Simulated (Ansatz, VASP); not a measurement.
**TiC3 in VASP and in Ansatz**

The input INCAR:

```
  ALGO = Normal
  EDIFF = 1E-6
  ENCUT = 520
  GGA = PE
  ISIF = 2
  ISMEAR = 0
  ISPIN = 2
  LASPH = True
  LCHARG = False
  LMAXMIX = 4
  LORBIT = 11
  LREAL = False
  LWAVE = False
  MAGMOM = 1 0 0 0
  NBANDS = 24
  NELM = 150
  PREC = Accurate
  SIGMA = 0.1
```

KPOINTS

```
k-points
0
Gamma
  6 6 4
```

File POSCAR:

```
TiC3
1.0
    3.7795787637      0.0000000000      0.0000000000
   -1.8897893819      3.2732112250      0.0000000000
    0.0000000000      0.0000000000      4.0421377668
Ti C
1 3
Direct
    0.0000000000      0.0000000000      0.0000000000
    0.0000000000      0.0000000000      0.5000000000
    0.3333333333      0.6666666667      0.0000000000
    0.6666666667      0.3333333333      0.0000000000
```

Input for Ansatz:

```yaml
crystal:
  lattice:
    - [3.7795787637, 0.0, 0.0]
    - [-1.8897893819, 3.273211225, 0.0]
    - [0.0, 0.0, 4.0421377668]
  atoms:
    - { symbol: Ti, position: [0.0, 0.0, 0.0], spin: 1.0 }
    - { symbol: C, position: [0.0, 0.0, 0.5] }
    - { symbol: C, position: [0.3333333333, 0.6666666667, 0.0] }
    - { symbol: C, position: [0.6666666667, 0.3333333333, 0.0] }
basis:
  ecutwfc: 420
kpoints:
  mp_grid: { grid: [6, 6, 4] }
hamiltonian:
  xc: pbe
scf:
  occupations: { method: gaussian, width: 0.1 }
  lower_state_search: "off"
output:
  forces: true
  stress: true
  eigenvalues: true
  populations: true
magnetization:
  spin_polarized: true
```

Alike in both runs: task single point; functional PBE; k mesh 6 × 6 × 4; occupations gaussian, width 0.1 eV; collinear spin.

```csv
,VASP,Ansatz
version,VASP 6.6.1,Ansatz 0.2.0
potentials or method,"VASP PAW PBE potentials, release 64 (Ti_sv, C), cutoff 520 eV","scalar-relativistic, plane waves, PAW"
valence electrons in the cell,24,24
```

|  | VASP | Ansatz | Ansatz less VASP |
| --- | --- | --- | --- |
| gap on the k mesh at the Fermi level (eV) | none | none | - |
| pressure (GPa) | 0.0 | -0.1 | -0.04 |
| traceless stress, the component that is largest in VASP (GPa) | 0.00 | 0.18 | +0.184 |
| net moment per atom (μB) | 0.00 | 0.08 | +0.081 |
| size of the moment on the site where the two differ most (μB) | 0.00 | 0.11 | +0.111 |

Site moments also hang on the region over which each program counts them. A gap of «none» marks a metal or a gap that the smearing closes.

The k mesh is coarse, so the values compare programs but aren't converged.
